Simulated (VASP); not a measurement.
# Si2W (P6_222) in VASP: notebook

Si2W is run at these levels: PBEsol; tasks: single point.

Program: VASP 6.6.1. These are calculated values, not measurements. Logs are shortened: lines on timing, memory, paths and dates and some standing lists are left out, and cuts for length are marked.

**1. The cell of the first run**

Symmetry: P6_222, No. 180, hexagonal system. Conventional cell: a = 4.690 Å, b = 4.690 Å, c = 6.438 Å, α = 90.00°, β = 90.00°, γ = 120.00°. Si (site symmetry 2) has 9 Si at 2.53 to 3.21 Å and 5 W at 2.54 to 2.73 Å within 3.3 Å. Within 3.4 Å of W (site symmetry 222) lie 10 Si at 2.54 to 2.73 Å and 4 W at 3.18 Å.

**2. Single point, PBEsol (strain +0.025 along x and y, -0.025 along z)**

Input file INCAR:

```
PREC     = Accurate       # precision mode
ENCUT    = 520            # plane-wave cutoff, eV
EDIFF    = 1E-6           # SCF threshold, eV
ISMEAR   = 0              # smearing method
SIGMA    = 0.15           # smearing width, eV
LREAL    = F              # projectors in reciprocal space
LASPH    = T              # aspherical terms in the spheres
NELM     = 80             # most SCF steps
ALGO     = Normal         # electronic algorithm
ISIF     = 2              # what is computed and relaxed
LWAVE    = F              # write WAVECAR
LCHARG   = F              # write CHGCAR
GGA      = PS             # functional
NBANDS   = 43             # bands
```

Input file KPOINTS:

```
regular mesh
0
Gamma
  12 12 6
```

Input file POSCAR:

```
Si2W
1.0
    4.6904887667      0.0000000000      0.0000000000
   -2.3452443834      4.0620824282      0.0000000000
    0.0000000000      0.0000000000      6.4382247831
Si W
6 3
Direct
    0.8361793875      0.6723587749      0.5000000000
    0.1638206125      0.8361793875      0.8333333333
    0.6723587749      0.8361793875      0.1666666667
    0.1638206125      0.3276412251      0.5000000000
    0.8361793875      0.1638206125      0.8333333333
    0.3276412251      0.1638206125      0.1666666667
    0.0000000000      0.5000000000      0.1666666667
    0.5000000000      0.5000000000      0.8333333333
    0.5000000000      0.0000000000      0.5000000000
```

Potentials or basis: VASP PAW PBE potentials, release 64 (Si, W_sv).

On the command line:

```
$ cat potpaw_PBE.64/Si/POTCAR potpaw_PBE.64/W_sv/POTCAR > POTCAR
$ mpirun -np 1 vasp_std > vasp.out
```

OUTCAR:

```text
PREC = Accurate
   ENCUT = 520
   EDIFF = 1E-6
   ISMEAR = 0
   LREAL = F
   LASPH = T
   NELM = 80
   ISIF = 2
   GGA = PS

 ion  position               nearest neighbor table
   1  0.836  0.672  0.500-   2 2.53   3 2.53   7 2.54   8 2.54   4 2.66   9 2.70   9 2.70   9 2.73
                             4 2.73   4 2.73
   2  0.164  0.836  0.833-   1 2.53   6 2.53   9 2.54   7 2.54   5 2.66   8 2.70   8 2.70   8 2.73
                             5 2.73   5 2.73
   3  0.672  0.836  0.167-   1 2.53   5 2.53   9 2.54   8 2.54   6 2.66   7 2.70   7 2.70   7 2.73
                             6 2.73   6 2.73
   4  0.164  0.328  0.500-   5 2.53   6 2.53   7 2.54   8 2.54   1 2.66   9 2.70   9 2.70   9 2.73
                             1 2.73   1 2.73
   5  0.836  0.164  0.833-   4 2.53   3 2.53   9 2.54   7 2.54   2 2.66   8 2.70   8 2.70   8 2.73
                             2 2.73   2 2.73
   6  0.328  0.164  0.167-   4 2.53   2 2.53   9 2.54   8 2.54   3 2.66   7 2.70   7 2.70   7 2.73
                             3 2.73   3 2.73
   7  0.000  0.500  0.167-   1 2.54   4 2.54   2 2.54   5 2.54   6 2.70   3 2.70   6 2.70   3 2.70
                             3 2.73   6 2.73   9 3.18   9 3.18   8 3.18   8 3.18
   8  0.500  0.500  0.833-   1 2.54   4 2.54   3 2.54   6 2.54   2 2.70   5 2.70   2 2.70   5 2.70
                             5 2.73   2 2.73   9 3.18   9 3.18   7 3.18   7 3.18
   9  0.500  0.000  0.500-   3 2.54   6 2.54   5 2.54   2 2.54   4 2.70   1 2.70   4 2.70   1 2.70
                             4 2.73   1 2.73   7 3.18   7 3.18   8 3.18   8 3.18

  LATTYP: Found a hexagonal cell.
 ALAT       =     4.6904887667
 C/A-ratio  =     1.3726127709

  Lattice vectors:

 A1 = (   4.6904887667,   0.0000000000,   0.0000000000)
 A2 = (  -2.3452443834,   4.0620824282,   0.0000000000)
 A3 = (   0.0000000000,   0.0000000000,   6.4382247831)

Analysis of symmetry for initial positions (statically):
=====================================================================
 Subroutine PRICEL returns:
 Original cell was already a primitive cell.

 Routine SETGRP: Setting up the symmetry group for a
 hexagonal supercell.

 Subroutine GETGRP returns: Found 12 space group operations
 (whereof  4 operations were pure point group operations)
 out of a pool of 24 trial point group operations.

The static configuration has the point symmetry D_2 .
 The point group associated with its full space group is D_6 .

Analysis of symmetry for dynamics (positions and initial velocities):
=====================================================================
 Subroutine PRICEL returns:
 Original cell was already a primitive cell.

 Routine SETGRP: Setting up the symmetry group for a
 hexagonal supercell.

[... 132 lines left out ...]
   EMIN   =  10.00;   EMAX   =-10.00  energy-range for DOS
   EFERMI =   0.00;   METHOD = LEGACY
   ISMEAR =     0;   SIGMA  =   0.15  broadening in eV -4-tet -1-fermi 0-gaus
   EFERMI_NEDOS =   21; number of points for ismear=-14 and -15
   IALGO  =     38    algorithm
   IMIX   =      4    mixing-type and parameters
     AMIX     =   0.40;   BMIX     =  1.00
     AMIX_MAG =   1.60;   BMIX_MAG =  1.00
  volume/ion in A,a.u.               =      13.63        91.98
  Fermi-wavevector in a.u.,A,eV,Ry     =   1.331512  2.516193 24.122106  1.772925
  Thomas-Fermi vector in A             =   2.460518
   LORBIT       =      0    0 simple, 1 ext, 2 COOP (PROOUT), +10 PAW based schemes
   GGA     = PS    functional components
   LHFCALC =     F    Hartree Fock is set to
   AEXX    =    0.0000 exact exchange contribution
   IVDW    =     0    specifies the selected vdW correction
   LEPSILON=     F    determine dielectric tensor
   LRPA    =     F    only Hartree local field effects (RPA)
 non-spin polarized calculation
 Gauss-broadening in eV      SIGMA  =   0.15
  energy-cutoff  :      520.00
  volume of cell :      122.67
 maximum number of plane-waves:      3336
 NGX is ok and might be reduce to    36
   NGX = 17   NGY = 17   NGZ = 23

 number of electron      65.9999999 magnetization

 Free energy of the ion-electron system (eV)
  ---------------------------------------------------
  ext. energy  EPLUGINS =         0.00000000
  ---------------------------------------------------
  free energy    TOTEN  =       -79.11612915 eV

  energy without entropy =      -79.11056858  energy(sigma->0) =      -79.11334886

 E-fermi :  12.3748     XC(G=0): -12.5486

 val. band max:       12.3009045952   @ k =   0.4167   0.0833   0.5000
 cond. band min:      12.3846146819   @ k =   0.5000   0.0000   0.0000
 fundamental gap:      0.0837100867
 Fermi energy:        12.3748015014

 k-point     1 :       0.0000    0.0000    0.0000
  band No.  band energies     occupation
      1     -62.0197      2.00000
      2     -62.0066      2.00000
      3     -62.0066      2.00000
      4     -26.3940      2.00000
      5     -26.3792      2.00000
      6     -26.3792      2.00000
[... 1093 lines left out ...]
     42      15.5023      0.00000
     43      15.7832      0.00000

 [... further k-points ...]

------------------------ aborting loop because EDIFF is reached ----------------------------------------

  FORCE on cell =-STRESS in cart. coord.  units (eV):
  Direction    XX          YY          ZZ          XY          YZ          ZX
  --------------------------------------------------------------------------------------
  -------------------------------------------------------------------------------------
  Total       -6.1562409     -6.1562409      3.6748026      0.0000000      0.0000000      0.0000000
  in kB      -80.4068815    -80.4068815     47.9967284      0.0000000      0.0000000      0.0000000
  external PRESSURE =     -37.6056782 kB  Pullay stress =       0.0000000 kB

 VOLUME and BASIS-vectors are now :
 -----------------------------------------------------------------------------
  energy-cutoff  :      520.00
  volume of cell :      122.67
      direct lattice vectors                 reciprocal lattice vectors
     4.690488767  0.000000000  0.000000000     0.213197398  0.123089575  0.000000000
    -2.345244383  4.062082428  0.000000000     0.000000000  0.246179150  0.000000000
     0.000000000  0.000000000  6.438224783     0.000000000  0.000000000  0.155322318

 POSITION                                       TOTAL-FORCE (eV/Angst)
 -----------------------------------------------------------------------------------
      2.34524      2.73118      3.21911        -0.000000      0.067014     -0.000000
     -1.19265      3.39663      5.36519        -0.058036      0.033507     -0.000000
      1.19265      3.39663      1.07304         0.058036      0.033507     -0.000000
     -0.00000      1.33091      3.21911         0.000000     -0.067014     -0.000000
      3.53789      0.66545      5.36519         0.058036     -0.033507      0.000000
      1.15260      0.66545      1.07304        -0.058036     -0.033507     -0.000000
     -1.17262      2.03104      1.07304        -0.000000      0.000000     -0.000000
      1.17262      2.03104      5.36519         0.000000     -0.000000      0.000000
      2.34524      0.00000      3.21911         0.000000     -0.000000     -0.000000
 -----------------------------------------------------------------------------------
    total drift:                               -0.000000      0.000000      0.000000

  FREE ENERGIE OF THE ION-ELECTRON SYSTEM (eV)
  ---------------------------------------------------
  free  energy   TOTEN  =       -79.1161291452 eV

  energy  without entropy=      -79.1105685770  energy(sigma->0) =      -79.11334886
```

Wall time 3.3 min (1 thread of AMD EPYC 9R45 (Zen 5), shared host); peak memory 0.4 GiB.

Results:

```yaml
Free_energy: -79.1161 eV
Pressure: -3.8 GPa
Largest_force: 0.067 eV/Å
Band_gap_on_the_k_mesh: zero (bands 33 and 34 overlap by 0.02 eV)
```

Forces in eV/Å, atoms in the order of the input:
```
Si   0.000  0.067  0.000
Si  -0.058  0.034  0.000
Si   0.058  0.034  0.000
Si   0.000 -0.067  0.000
Si   0.058 -0.034  0.000
Si  -0.058 -0.034  0.000
W    0.000  0.000  0.000
W    0.000  0.000  0.000
W    0.000  0.000  0.000
```

Stress tensor (GPa, compression positive):
```
-8.04  0.00  0.00
 0.00 -8.04  0.00
 0.00  0.00  4.80
```

Levels at points of the mesh, in eV from the Fermi level:
```tsv
k point	band 31	band 32	band 33	band 34	band 35	band 36
(0.00, 0.00, 0.00)	-3.39	-2.87	-0.89	1.90	1.90	2.13
(0.50, 0.00, 0.00)	-1.62	-1.27	-0.75	0.01	0.49	0.72
(0.00, 0.00, 0.50)	-2.93	-0.46	-0.46	1.89	2.05	2.05
(0.50, 0.00, 0.50)	-2.18	-1.62	0.03	0.45	1.11	1.23
```

Caveat: the cell differs from its parent crystal (strain +0.025 along x and y, -0.025 along z); the stress differs along the axes, from -8 to 5 GPa; the PAW data sets were made with another functional, which shifts forces and pressure a little; spin-orbit coupling is left out, which moves the levels of the heavy elements.

**3. Single point, PBEsol (strain -0.025 along x and y, +0.050 along z)**

Input file INCAR:

```
SYSTEM = Si2W
  PREC = Accurate
  ENCUT = 520
  EDIFF = 1E-6
  ISMEAR = 0
  SIGMA = 0.15
  LREAL = .False.
  LASPH = .True.
  NELM = 80
  ALGO = Normal
  ISIF = 2
  LWAVE = .False.
  LCHARG = .False.
  GGA = PS
  NBANDS = 43
```

Input file KPOINTS:

```
Automatic mesh
0
Gamma
  12 12 6
  0 0 0
```

Changes to POSCAR since step 2:

```diff
@@ -2,5 +2,5 @@
 1.0
-    4.6904887667      0.0000000000      0.0000000000
-   -2.3452443834      4.0620824282      0.0000000000
-    0.0000000000      0.0000000000      6.4382247831
+    4.4616844367      0.0000000000      0.0000000000
+   -2.2308422184      3.8639320658      0.0000000000
+    0.0000000000      0.0000000000      6.9334728433
 Si W
```

Potentials or basis: VASP PAW PBE potentials, release 64 (Si, W_sv).

On the command line:

```
$ cat potpaw_PBE.64/Si/POTCAR potpaw_PBE.64/W_sv/POTCAR > POTCAR
$ mpirun -np 1 vasp_std > vasp.out
```

Run time: 3.9 min. Hardware: 1 thread of Intel Xeon Platinum 8488C (Sapphire Rapids), shared host; peak memory 0.43 GiB.

It converged, with:

| Property | Result |
| --- | --- |
| Free energy | -78.9509 eV |
| Pressure | 1.8 GPa |
| Largest force | 0.088 eV/Å |
| Band gap on the k mesh | 0.36 eV (least direct gap 0.63 eV) |

Forces in eV/Å, atoms in the order of the input:
```
Si   0.000 -0.088  0.000
Si   0.077 -0.044  0.000
Si  -0.077 -0.044  0.000
Si   0.000  0.088  0.000
Si  -0.077  0.044  0.000
Si   0.077  0.044  0.000
W    0.000  0.000  0.000
W    0.000  0.000  0.000
W    0.000  0.000  0.000
```

Stress tensor (GPa, compression positive):
```
  8.32   0.00   0.00
  0.00   8.32   0.00
  0.00   0.00 -11.23
```

Levels at points of the mesh, in eV from the valence-band top:
| k point | band 31 | band 32 | band 33 | band 34 | band 35 | band 36 |
| --- | --- | --- | --- | --- | --- | --- |
| (0.00, 0.00, 0.00) | -2.06 | -1.78 | -0.76 | 2.58 | 2.58 | 2.60 |
| (0.50, 0.00, 0.00) | -1.47 | -1.07 | -0.27 | 0.36 | 1.19 | 1.51 |
| (0.00, 0.00, 0.50) | -1.65 | -0.99 | -0.99 | 1.88 | 2.47 | 2.47 |
| (0.50, 0.00, 0.50) | -1.72 | -0.62 | 0.00 | 0.94 | 1.01 | 1.32 |

Caveat: the cell differs from its parent crystal (strain -0.025 along x and y, +0.050 along z); the stress differs along the axes, from -11 to 8 GPa; the PAW data sets were made with another functional, which shifts forces and pressure a little; spin-orbit coupling is left out, which moves the levels of the heavy elements.

**4. Single point, PBEsol (strain +0.025 along x and y, -0.050 along z)**

Input file INCAR:

```
SYSTEM = Si2W
PREC = Accurate
ENCUT = 520
EDIFF = 1E-6
ISMEAR = 0
SIGMA = 0.15
LREAL = .False.
LASPH = .True.
NELM = 60
ALGO = Normal
ISIF = 2
LWAVE = .False.
LCHARG = .True.
GGA = PS
LELF = .True.
LVHAR = .True.
NBANDS = 43
```

KPOINTS is that of step 3.

Changes to POSCAR since step 3:

```diff
@@ -2,5 +2,5 @@
 1.0
-    4.4616844367      0.0000000000      0.0000000000
-   -2.2308422184      3.8639320658      0.0000000000
-    0.0000000000      0.0000000000      6.9334728433
+    4.6904887667      0.0000000000      0.0000000000
+   -2.3452443834      4.0620824282      0.0000000000
+    0.0000000000      0.0000000000      6.2731420963
 Si W
```

Potentials or basis: VASP PAW PBE potentials, release 64 (Si, W_sv).

On the command line:

```
$ cat potpaw_PBE.64/Si/POTCAR potpaw_PBE.64/W_sv/POTCAR > POTCAR
$ mpirun -np 1 vasp_std > vasp.out
```

OUTCAR:

```text
SYSTEM = Si2W
   PREC = Accurate
   ENCUT = 520
   EDIFF = 1E-6
   ISMEAR = 0
   LREAL = .False.
   LASPH = .True.
   NELM = 60
   ISIF = 2
   GGA = PS

 ion  position               nearest neighbor table
   1  0.836  0.672  0.500-   2 2.48   3 2.48   7 2.50   8 2.50   4 2.66   9 2.70   9 2.70   9 2.73
                             4 2.73   4 2.73   6 3.11   5 3.11
   2  0.164  0.836  0.833-   1 2.48   6 2.48   9 2.50   7 2.50   5 2.66   8 2.70   8 2.70   8 2.73
                             5 2.73   5 2.73   4 3.11   3 3.11
   3  0.672  0.836  0.167-   1 2.48   5 2.48   9 2.50   8 2.50   6 2.66   7 2.70   7 2.70   7 2.73
                             6 2.73   6 2.73   4 3.11   2 3.11
[... 1335 lines left out ...]
  external PRESSURE =      34.6341657 kB  Pullay stress =       0.0000000 kB

 VOLUME and BASIS-vectors are now :
 -----------------------------------------------------------------------------
  energy-cutoff  :      520.00
  volume of cell :      119.52
      direct lattice vectors                 reciprocal lattice vectors
     4.690488767  0.000000000  0.000000000     0.213197398  0.123089575  0.000000000
    -2.345244383  4.062082428  0.000000000     0.000000000  0.246179150  0.000000000
     0.000000000  0.000000000  6.273142096     0.000000000  0.000000000  0.159409748

 POSITION                                       TOTAL-FORCE (eV/Angst)
 -----------------------------------------------------------------------------------
      2.34524      2.73118      3.13657        -0.000000      0.150436      0.000000
     -1.19265      3.39663      5.22762        -0.130281      0.075218      0.000000
      1.19265      3.39663      1.04552         0.130281      0.075218      0.000000
     -0.00000      1.33091      3.13657         0.000000     -0.150436      0.000000
      3.53789      0.66545      5.22762         0.130281     -0.075218      0.000000
      1.15260      0.66545      1.04552        -0.130281     -0.075218      0.000000
     -1.17262      2.03104      1.04552        -0.000000      0.000000     -0.000000
      1.17262      2.03104      5.22762         0.000000      0.000000     -0.000000
      2.34524      0.00000      3.13657         0.000000      0.000000     -0.000000
 -----------------------------------------------------------------------------------
    total drift:                               -0.000000      0.000000      0.000000

  FREE ENERGIE OF THE ION-ELECTRON SYSTEM (eV)
  ---------------------------------------------------
  free  energy   TOTEN  =       -78.8880429838 eV

  energy  without entropy=      -78.8822717195  energy(sigma->0) =      -78.88515735
```

stdout:

```text
POSCAR found type information on POSCAR SiW
 POSCAR found :  2 types and       9 ions
 scaLAPACK will be used
 -----------------------------------------------------------------------------
|                                                                             |
|                                                                             |
|     You enforced a specific xc type in the INCAR file but a different       |
|     I HOPE YOU KNOW WHAT YOU ARE DOING!                                     |
|                                                                             |
 -----------------------------------------------------------------------------

 LDA part: xc-table for (Slater+PW92), standard interpolation
 POSCAR, INCAR and KPOINTS ok, starting setup
 FFT: planning ... GRIDC
 FFT: planning ... GRID_SOFT
 FFT: planning ... GRID
 WAVECAR not read
 entering main loop
```

It took 3.4 min on 1 thread of Intel Xeon Platinum 8488C (Sapphire Rapids), shared host; peak memory 0.43 GiB.

What came out:

- Free energy: -78.8880 eV
- Pressure: 3.5 GPa
- Largest force: 0.150 eV/Å
- Band gap on the k mesh: 0.03 eV (least direct gap 0.40 eV)

Forces on the atoms (eV/Å):
```
Si   0.000  0.150  0.000
Si  -0.130  0.075  0.000
Si   0.130  0.075  0.000
Si   0.000 -0.150  0.000
Si   0.130 -0.075  0.000
Si  -0.130 -0.075  0.000
W    0.000  0.000  0.000
W    0.000  0.000  0.000
W    0.000  0.000  0.000
```

Stress tensor (GPa, compression positive):
```
-4.23  0.00  0.00
 0.00 -4.23  0.00
 0.00  0.00 18.84
```

Levels at points of the mesh, in eV from the valence-band top:
```
           k point  band 30  band 31  band 32  band 33  band 34  band 35  band 36  band 37
(0.00, 0.00, 0.00)    -3.67    -3.60    -3.03    -0.87     1.76     1.76     2.07     2.16
(0.50, 0.00, 0.00)    -2.30    -1.64    -1.39    -0.81     0.03     0.32     0.74     1.39
(0.00, 0.00, 0.50)    -3.29    -3.11    -0.33    -0.33     2.09     2.19     2.24     2.24
(0.50, 0.00, 0.50)    -2.79    -2.27    -1.82     0.00     0.40     1.12     1.23     1.44
```

Caveat: the cell differs from its parent crystal (strain +0.025 along x and y, -0.050 along z); the stress differs along the axes, from -4 to 19 GPa; the PAW data sets were made with another functional, which shifts forces and pressure a little; spin-orbit coupling is left out, which moves the levels of the heavy elements. A k mesh can miss the band edges.

[end of part 1 of 2]

The gap in the log of VASP goes by the Fermi energy; the results here count the filled bands.